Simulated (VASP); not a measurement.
# Ta (Im-3m) in VASP: notebook, part 2 of 2

VASP 6.6.1.

## 3. Single point, PBE

INCAR reads:

```
SYSTEM = Ta
ALGO = Normal ; EDIFF = 1E-6
ENCUT = 500 ; GGA = PE
GGA_COMPAT = .False. ; ISIF = 2
ISMEAR = -1 ; LASPH = .True.
LCHARG = .False. ; LREAL = .False.
LWAVE = .False. ; NBANDS = 12
NELM = 120 ; PREC = Accurate
SIGMA = 0.1
```

KPOINTS reads:

```
k-points
0
Gamma
  13 13 13
  0 0 0
```

POSCAR reads:

```
Ta
1.0
   -1.6608180494      1.6608180494      1.6608180494
    1.6608180494     -1.6608180494      1.6608180494
    1.6608180494      1.6608180494     -1.6608180494
Ta
1
Direct
    0.0000000000      0.0000000000      0.0000000000
```

Potentials or basis: VASP PAW PBE potentials, release 64 (Ta_pv).

Launch:

```bash
$ cat potpaw_PBE.64/Ta_pv/POTCAR > POTCAR
$ mpirun -np 1 vasp_std > vasp.out
```

It took 8.2 s on 1 thread of Intel Xeon Platinum 8559C (Emerald Rapids), shared host; peak memory 0.14 GiB.

The run converged. Its results:

```
Free energy : -11.8356 eV
Pressure    : 0.1 GPa
```

Levels at points of the mesh, in eV from the Fermi level:
| k point | band 1 | band 2 | band 3 | band 4 | band 5 | band 6 | band 7 | band 8 | band 9 | band 10 |
| --- | --- | --- | --- | --- | --- | --- | --- | --- | --- | --- |
| (0.00, 0.00, 0.00) | -33.14 | -33.14 | -33.14 | -7.85 | 0.73 | 0.73 | 0.73 | 3.95 | 3.95 | 14.64 |

Caveat: spin-orbit coupling is left out, which moves the levels of the heavy elements.

## 4. Relaxation of cell and atoms, PBE

This run uses another cell than the first one, of 18.06 Å³/atom, 0.986 times its volume.

INCAR reads:

```
SYSTEM = Ta
ALGO = Normal
EDIFF = 1E-7
EDIFFG = -0.01
ENCUT = 500
GGA = PE
GGA_COMPAT = .FALSE.
IBRION = 2
ISIF = 3
ISMEAR = -1
LASPH = .TRUE.
LCHARG = .FALSE.
LREAL = .FALSE.
LWAVE = .FALSE.
NELM = 120
NELMIN = 4
NSW = 80
PREC = Accurate
SIGMA = 0.1
```

KPOINTS reads:

```
k-points
0
G
  13 13 13
  0 0 0
```

POSCAR reads:

```
Ta
1.0
   -1.6529000000      1.6529000000      1.6529000000
    1.6529000000     -1.6529000000      1.6529000000
    1.6529000000      1.6529000000     -1.6529000000
Ta
1
Direct
    0.0000000000      0.0000000000      0.0000000000
```

Potentials or basis: VASP PAW PBE potentials, release 64 (Ta_pv).

Launch:

```bash
$ cat potpaw_PBE.64/Ta_pv/POTCAR > POTCAR
$ mpirun -np 1 vasp_std > vasp.out
```

OUTCAR:

```text
SYSTEM = Ta
   EDIFF = 1E-7
   EDIFFG = -0.01
   ENCUT = 500
   GGA = PE
   IBRION = 2
   ISIF = 3
   ISMEAR = -1
   LASPH = .TRUE.
   LREAL = .FALSE.
   NELM = 120
   NELMIN = 4
   NSW = 80
   PREC = Accurate

 ion  position               nearest neighbor table
   1  0.000  0.000  0.000-

  LATTYP: Found a body centered cubic cell.
 ALAT       =     3.3058000000

  Lattice vectors:

 A1 = (  -1.6529000000,   1.6529000000,   1.6529000000)
 A2 = (   1.6529000000,  -1.6529000000,   1.6529000000)
 A3 = (   1.6529000000,   1.6529000000,  -1.6529000000)

Analysis of symmetry for initial positions (statically):
=====================================================================
 Subroutine PRICEL returns:
 Original cell was already a primitive cell.
[... 246 lines left out ...]

  energy without entropy =      -11.79095655  energy(sigma->0) =      -11.81324145

 E-fermi :   5.3450     XC(G=0): -12.5286

 val. band max:        5.3053100486   @ k =  -0.3846   0.4615   0.1538
 cond. band min:       5.3525696456   @ k =   0.2308   0.0000   0.0000
 fundamental gap:      0.0472595970
 Fermi energy:         5.3449874335

 k-point     1 :       0.0000    0.0000    0.0000
  band No.  band energies     occupation
      1     -27.7988      2.00000
      2     -27.7988      2.00000
      3     -27.7988      2.00000
      4      -2.5040      2.00000
      5       6.0778      0.00131
      6       6.0778      0.00131
      7       6.0778      0.00131
      8       9.2889      0.00000
      9       9.2889      0.00000
[... 265 lines left out ...]
 k-point    24 :       0.2308    0.0769    0.0769
  band No.  band energies     occupation
      1     -28.5931      2.00000
      2     -28.0421      2.00000
      3     -27.8595      2.00000
      4       0.9296      2.00000
      5       4.2858      1.99995
      6       4.6855      1.99727
      7       9.0943      0.00000
      8       9.7010      0.00000
      9      10.7968      0.00000

 [... further k-points ...]
[... 5 lines left out ...]
  --------------------------------------------------------------------------------------
  -------------------------------------------------------------------------------------
  Total       -0.0028263     -0.0028263     -0.0028263      0.0000000     -0.0000000      0.0000000
  in kB       -0.2470130     -0.2470130     -0.2470130      0.0000000     -0.0000000      0.0000000
  external PRESSURE =      -0.2470130 kB  Pullay stress =       0.0000000 kB
[... 16 lines left out ...]
  FREE ENERGIE OF THE ION-ELECTRON SYSTEM (eV)
  ---------------------------------------------------
  free  energy   TOTEN  =       -11.8355263526 eV

  energy  without entropy=      -11.7909565515  energy(sigma->0) =      -11.81324145

 reached required accuracy - stopping structural energy minimisation
```

It took 14 s on 1 thread of Intel Xeon Platinum 8559C (Emerald Rapids), shared host; peak memory 0.16 GiB.

Results:

| Property | Result |
| --- | --- |
| Free energy | -11.8355 eV |
| Relaxed volume | 18.33 Å³/atom |
| Relaxed cell | a = 2.877 Å, b = 2.877 Å, c = 2.877 Å, α = 109.47°, β = 109.47°, γ = 109.47° |
| Space group after relaxing (to 0.05 Å) | Im-3m (No. 229) |
| Energy gained by relaxing | 2.4 meV/atom |
| Ionic steps | 3 |
| Pressure after relaxing | 0.0 GPa |

The path:
```tsv
step	energy change (eV)	largest force (eV/Å)	pressure (GPa)	volume (Å³)
1	0.0000	0.0000	2.97	18.06
2	0.0100	0.0000	-6.21	18.95
3	-0.0024	0.0000	-0.02	18.33
```

Final structure:
```
Ta
1.0
    -1.66105    1.66105    1.66105
     1.66105   -1.66105    1.66105
     1.66105    1.66105   -1.66105
Ta
1
Direct
  0.00000 0.00000 0.00000
```

Caveat: spin-orbit coupling is left out, which moves the levels of the heavy elements. Zero-point motion and thermal expansion aren't in these numbers.

## 5. Overview

| task | cell | k mesh | cutoff (eV) | gap on the mesh (eV) | pressure (GPa) |
| --- | --- | --- | --- | --- | --- |
| single point | a = 2.876 Å, angles 109.5°, 1 atom | 19 × 19 × 19 | 520 | none | 0.0 |
| single point | a = 2.877 Å, angles 109.5°, 1 atom | 13 × 13 × 13 | 500 | none | 0.1 |
| relaxation of cell and atoms | relaxed from a = 2.863 Å, angles 109.5°, 1 atom | 13 × 13 × 13 | 500 | none | 0.0 |

Alike in all rows: level PBE; potentials or basis VASP PAW PBE potentials, release 64 (Ta_pv); no spin polarisation; smearing fermi-dirac 0.1 eV.

Caveats: spin-orbit coupling is left out, which moves the levels of the heavy elements.

Absolute energies hang on the potentials; compare differences alone.
